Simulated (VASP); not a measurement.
# BaTiO3 (Pm-3m) in VASP: phonons with PBE+U

Aim: the phonons of BaTiO3 with PBE+U.

Everything below comes from runs of VASP 6.6.1. Logs are shortened: lines on timing, memory, paths and dates and some standing lists are left out, and cuts for length are marked.

## (1) The cell of the first run

Symmetry: Pm-3m, No. 221, cubic system. Conventional cell: a = 4.029 Å, b = 4.029 Å, c = 4.029 Å, α = 90.00°, β = 90.00°, γ = 90.00°. Ba (site symmetry m-3m) has 12 O at 2.85 Å and 8 Ti at 3.49 Å within 3.8 Å. Ti (site symmetry m-3m) has 6 O at 2.01 Å within 2.7 Å. Within 2.7 Å of O (site symmetry 4/mmm) lie 2 Ti at 2.01 Å.

## (2) Phonons, PBE+U

Contents of INCAR:

```
PREC     = Accurate       # precision mode
ENCUT    = 520            # plane-wave cutoff, eV
EDIFF    = 1E-8           # SCF threshold, eV
ISMEAR   = 0              # smearing method
SIGMA    = 0.05           # smearing width, eV
LREAL    = F              # projectors in reciprocal space
LASPH    = T              # aspherical terms in the spheres
NELM     = 150            # most SCF steps
ALGO     = Normal         # electronic algorithm
ISIF     = 2              # what is computed and relaxed
LWAVE    = F              # write WAVECAR
LCHARG   = T              # write CHGCAR
LMAXMIX  = 4              # l up to which the mixer works
LDAU     = T              # DFT+U
LDAUTYPE = 2            
LDAUL    = -1 2 -1        # shell
LDAUU    = 0 4 0          # U, eV
LDAUJ    = 0 0 0        
LDAUPRINT= 1            
GGA      = PE             # functional
IBRION   = 6              # ionic algorithm
NFREE    = 2            
POTIM    = 0.015          # step
NSW      = 1              # ionic steps
```

Contents of KPOINTS:

```
Automatic mesh
0
Gamma
  8 8 8
```

Contents of POSCAR:

```
BaTiO3
1.0
    4.0288515454      0.0000000000      0.0000000000
    0.0000000000      4.0288515454      0.0000000000
    0.0000000000      0.0000000000      4.0288515454
Ba Ti O
1 1 3
Direct
    0.5000000000      0.5000000000      0.5000000000
    0.0000000000      0.0000000000      0.0000000000
    0.5000000000      0.0000000000      0.0000000000
    0.0000000000      0.5000000000      0.0000000000
    0.0000000000      0.0000000000      0.5000000000
```

Potentials or basis: VASP PAW PBE potentials, release 64 (Ba_sv, Ti_sv, O).

The run is started by

```
$ cat potpaw_PBE.64/Ba_sv/POTCAR potpaw_PBE.64/Ti_sv/POTCAR potpaw_PBE.64/O/POTCAR > POTCAR
$ mpirun -np 1 vasp_std > vasp.out
```

OUTCAR:

```text
PREC = Accurate
   ENCUT = 520
   EDIFF = 1E-8
   ISMEAR = 0
   LREAL = F
   LASPH = T
   NELM = 150
   ISIF = 2
   GGA = PE
   IBRION = 6
   NFREE = 2
   POTIM = 0.015
   NSW = 1

 ion  position               nearest neighbor table
   1  0.500  0.500  0.500-   3 2.85   4 2.85   5 2.85   3 2.85   4 2.85   3 2.85   5 2.85   3 2.85
                             4 2.85   5 2.85   4 2.85   5 2.85   2 3.49   2 3.49   2 3.49   2 3.49
   2  0.000  0.000  0.000-   3 2.01   4 2.01   5 2.01   5 2.01   4 2.01   3 2.01   1 3.49   1 3.49
                             1 3.49   1 3.49   1 3.49   1 3.49   1 3.49   1 3.49
   3  0.500  0.000  0.000-   2 2.01   2 2.01   1 2.85   1 2.85   1 2.85   1 2.85
   4  0.000  0.500  0.000-   2 2.01   2 2.01   1 2.85   1 2.85   1 2.85   1 2.85
   5  0.000  0.000  0.500-   2 2.01   2 2.01   1 2.85   1 2.85   1 2.85   1 2.85

  LATTYP: Found a simple cubic cell.
 ALAT       =     4.0288515454

  Lattice vectors:

 A1 = (   4.0288515454,   0.0000000000,   0.0000000000)
 A2 = (   0.0000000000,   4.0288515454,   0.0000000000)
 A3 = (   0.0000000000,   0.0000000000,   4.0288515454)

Analysis of symmetry for initial positions (statically):
=====================================================================
 Subroutine PRICEL returns:
 Original cell was already a primitive cell.

 Routine SETGRP: Setting up the symmetry group for a
 simple cubic supercell.

 Subroutine GETGRP returns: Found 48 space group operations
 (whereof 48 operations were pure point group operations)
 out of a pool of 48 trial point group operations.

The static configuration has the point symmetry O_h .

Analysis of symmetry for dynamics (positions and initial velocities):
=====================================================================
 Subroutine PRICEL returns:
 Original cell was already a primitive cell.

 Routine SETGRP: Setting up the symmetry group for a
 simple cubic supercell.

 Subroutine GETGRP returns: Found 48 space group operations
 (whereof 48 operations were pure point group operations)
 out of a pool of 48 trial point group operations.

The dynamic configuration has the point symmetry O_h .

 Subroutine INISYM returns: Found 48 space group operations
 (whereof 48 operations are pure point group operations),
 and found     1 'primitive' translations

----------------------------------------------------------------------------------------

                                     Primitive cell

  volume of cell :      65.3949

  direct lattice vectors                    reciprocal lattice vectors
     4.028851545  0.000000000  0.000000000     0.248209692  0.000000000  0.000000000
     0.000000000  4.028851545  0.000000000     0.000000000  0.248209692  0.000000000
     0.000000000  0.000000000  4.028851545     0.000000000  0.000000000  0.248209692

  length of vectors
     4.028851545  4.028851545  4.028851545     0.248209692  0.248209692  0.248209692

  position of ions in fractional coordinates (direct lattice)
     0.500000000  0.500000000  0.500000000
     0.000000000  0.000000000  0.000000000
     0.500000000  0.000000000  0.000000000
     0.000000000  0.500000000  0.000000000
     0.000000000  0.000000000  0.500000000

  ion indices of the primitive-cell ions
   primitive index   ion index
                 1           1
[... 136 lines left out ...]
  --------------------------------------------------------------------------------------
  -------------------------------------------------------------------------------------
  Total        1.4068332      1.4068332      1.4068332     -0.0000000      0.0000000     -0.0000000
  in kB       34.4674704     34.4674704     34.4674704     -0.0000000      0.0000000     -0.0000000
  external PRESSURE =      34.4674704 kB  Pullay stress =       0.0000000 kB
[... 293 lines left out ...]
  FREE ENERGIE OF THE ION-ELECTRON SYSTEM (eV)
  ---------------------------------------------------
  free  energy   TOTEN  =       -37.3337924191 eV

  energy  without entropy=      -37.3337924191  energy(sigma->0) =      -37.33379242

atom =   2  type =  2  l = 2

 onsite density matrix

spin component  1

  0.1029 -0.0000 -0.0000 -0.0000  0.0000
 -0.0000  0.1029 -0.0000  0.0000 -0.0000
 -0.0000 -0.0000  0.2337  0.0000  0.0000
 -0.0000  0.0000  0.0000  0.1029  0.0000
  0.0000 -0.0000  0.0000  0.0000  0.2337

spin component  2

  0.1029 -0.0000 -0.0000 -0.0000  0.0000
 -0.0000  0.1029 -0.0000  0.0000 -0.0000
 -0.0000 -0.0000  0.2337  0.0000  0.0000
 -0.0000  0.0000  0.0000  0.1029  0.0000
  0.0000 -0.0000  0.0000  0.0000  0.2337

 occupancies and eigenvectors

  o =  0.1029  v =  0.0000 -0.0000  0.0000 -1.0000  0.0000  0.0000  0.0000  0.0000  0.0000  0.0000      0.0000  0.0000  0.0000  0.0000  0.0000  0.0000  0.0000  0.0000  0.0000  0.0000
  o =  0.1029  v =  0.0000  0.0000  0.0000  0.0000  0.0000  0.0000 -0.0000  0.0000 -1.0000  0.0000      0.0000  0.0000  0.0000  0.0000  0.0000  0.0000  0.0000  0.0000  0.0000  0.0000
  o =  0.1029  v =  0.0000  0.0000  0.0000  0.0000  0.0000  0.0000 -1.0000  0.0000  0.0000 -0.0000      0.0000  0.0000  0.0000  0.0000  0.0000  0.0000  0.0000  0.0000  0.0000  0.0000
  o =  0.1029  v =  0.0000 -1.0000  0.0000  0.0000 -0.0000  0.0000  0.0000  0.0000  0.0000  0.0000      0.0000  0.0000  0.0000  0.0000  0.0000  0.0000  0.0000  0.0000  0.0000  0.0000
  o =  0.1029  v =  0.0000  0.0000  0.0000  0.0000  0.0000  1.0000  0.0000  0.0000  0.0000  0.0000      0.0000  0.0000  0.0000  0.0000  0.0000  0.0000  0.0000  0.0000  0.0000  0.0000
  o =  0.1029  v =  1.0000  0.0000  0.0000  0.0000  0.0000  0.0000  0.0000  0.0000  0.0000  0.0000      0.0000  0.0000  0.0000  0.0000  0.0000  0.0000  0.0000  0.0000  0.0000  0.0000
  o =  0.2337  v =  0.0000  0.0000  0.4784 -0.0000 -0.8781  0.0000  0.0000  0.0000  0.0000  0.0000      0.0000  0.0000  0.0000  0.0000  0.0000  0.0000  0.0000  0.0000  0.0000  0.0000
  o =  0.2337  v =  0.0000  0.0000  0.0000  0.0000  0.0000  0.0000  0.0000  0.4784 -0.0000 -0.8781      0.0000  0.0000  0.0000  0.0000  0.0000  0.0000  0.0000  0.0000  0.0000  0.0000
  o =  0.2337  v =  0.0000  0.0000  0.0000  0.0000  0.0000  0.0000 -0.0000 -0.8781 -0.0000 -0.4784      0.0000  0.0000  0.0000  0.0000  0.0000  0.0000  0.0000  0.0000  0.0000  0.0000
  o =  0.2337  v =  0.0000 -0.0000 -0.8781 -0.0000 -0.4784  0.0000  0.0000  0.0000  0.0000  0.0000      0.0000  0.0000  0.0000  0.0000  0.0000  0.0000  0.0000  0.0000  0.0000  0.0000

--------------------------------------- Ionic step        9  -------------------------------------------

 number of electron      39.9999976 magnetization

 Free energy of the ion-electron system (eV)
  ---------------------------------------------------
  ext. energy  EPLUGINS =         0.00000000
  ---------------------------------------------------
  free energy    TOTEN  =       -37.33379243 eV

  energy without entropy =      -37.33379243  energy(sigma->0) =      -37.33379243

 E-fermi :   4.1370     XC(G=0): -11.1645

 val. band max:        3.8224466354   @ k =   0.5000   0.5000   0.5000
 cond. band min:       5.9913461619   @ k =   0.0000   0.0000   0.0000
 fundamental gap:      2.1688995266
 Fermi energy:         4.1370415014

 k-point     1 :       0.0000    0.0000    0.0000
  band No.  band energies     occupation
      1     -54.0079      2.00000
      2     -30.1585      2.00000
      3     -30.1585      2.00000
      4     -30.1585      2.00000
      5     -21.0433      2.00000
      6     -13.0856      2.00000
[... 637 lines left out ...]
     23       7.9947      0.00000
     24       8.8357      0.00000

 [... further k-points ...]

------------------------ aborting loop because EDIFF is reached ----------------------------------------

  FORCE on cell =-STRESS in cart. coord.  units (eV):
  Direction    XX          YY          ZZ          XY          YZ          ZX
  --------------------------------------------------------------------------------------
  -------------------------------------------------------------------------------------
  Total        1.4072166      1.4084729      1.4090575      0.0000000      0.0000000      0.0000000
  in kB       34.4768614     34.5076425     34.5219649      0.0000000      0.0000000      0.0000000
  external PRESSURE =      34.5021563 kB  Pullay stress =       0.0000000 kB
[... 20 lines left out ...]
  FREE ENERGIE OF THE ION-ELECTRON SYSTEM (eV)
  ---------------------------------------------------
  free  energy   TOTEN  =       -37.3337924264 eV

  energy  without entropy=      -37.3337924264  energy(sigma->0) =      -37.33379243

 INTERNAL STRAIN TENSORS FROM DISPLACED ATOMS
 ============================================

 INTERNAL STRAIN TENSOR FOR ION    1 for displacements in x,y,z  (eV/Angst):
          X           Y           Z          XY          YZ          ZX
  --------------------------------------------------------------------------------
  x     0.00000     0.00000     0.00000     0.00000     0.00000     0.00000
  y     0.00000     0.00000     0.00000     0.00000     0.00000     0.00000
  z     0.00000     0.00000     0.00000     0.00000     0.00000     0.00000

 INTERNAL STRAIN TENSOR FOR ION    5 for displacements in x,y,z  (eV/Angst):
          X           Y           Z          XY          YZ          ZX
  --------------------------------------------------------------------------------
  x     0.00000     0.00000     0.00000     0.00000     0.00000     0.00000
  y     0.00000     0.00000     0.00000     0.00000     0.00000     0.00000
  z     0.00000     0.00000     0.00000     0.00000     0.00000     0.00000

 Eigenvectors and eigenvalues of the dynamical matrix
 ----------------------------------------------------

   1 f  =   14.378211 THz    90.340966 2PiTHz  479.605504 cm-1    59.463477 meV
             X         Y         Z           dx          dy          dz
      2.014426  2.014426  2.014426     0.000000    0.000000    0.010638
      0.000000  0.000000  0.000000    -0.000000   -0.000000   -0.083452
      2.014426  0.000000  0.000000    -0.000000    0.000000    0.443913
      0.000000  2.014426  0.000000     0.000000   -0.000000    0.443913
      0.000000  0.000000  2.014426     0.000000    0.000000   -0.773825
[... 105 lines left out ...]
  15 f/i=    0.011401 THz     0.071637 2PiTHz    0.380311 cm-1     0.047153 meV
             X         Y         Z           dx          dy          dz
      2.014426  2.014426  2.014426    -0.000763    0.036289   -0.766083
      0.000000  0.000000  0.000000    -0.000450    0.021379   -0.451326
      2.014426  0.000000  0.000000    -0.000262    0.012440   -0.262611
      0.000000  2.014426  0.000000    -0.000262    0.012466   -0.262611
      0.000000  0.000000  2.014426    -0.000262    0.012440   -0.263159

 ELASTIC MODULI CONTR FROM IONIC RELAXATION (kBar)
 Direction    XX          YY          ZZ          XY          YZ          ZX
 --------------------------------------------------------------------------------
 XX           0.0000      0.0000      0.0000      0.0000      0.0000      0.0000
 YY           0.0000      0.0000      0.0000      0.0000      0.0000      0.0000
 ZZ           0.0000      0.0000      0.0000      0.0000      0.0000      0.0000
 XY           0.0000      0.0000      0.0000      0.0000      0.0000      0.0000
 YZ           0.0000      0.0000      0.0000      0.0000      0.0000      0.0000
 ZX           0.0000      0.0000      0.0000      0.0000      0.0000      0.0000
 --------------------------------------------------------------------------------
```

It took 6.6 min on 1 thread of Oxide Virtual Turin-like, shared host; peak memory 0.39 GiB.

What came out:

```
Highest phonon frequency at Γ, LO-TO splitting left out : 480 cm⁻¹
```

Phonon frequencies in cm⁻¹ (negative: imaginary):
| q point | frequencies |
| --- | --- |
| (0.000, 0.000, 0.000) | 0 0 0 150 150 150 176 176 176 286 286 286 480 480 480 |

Eigenvalues of the final occupation matrices:
```csv
site,spin,trace,eigenvalues
site 2 d,1,0.78,0.10 0.10 0.10 0.23 0.23
site 2 d,2,0.78,0.10 0.10 0.10 0.23 0.23
```

Caveat: the cell stands under pressure or tension, which shifts response properties; spin-orbit coupling is left out, which moves the levels of the heavy elements.
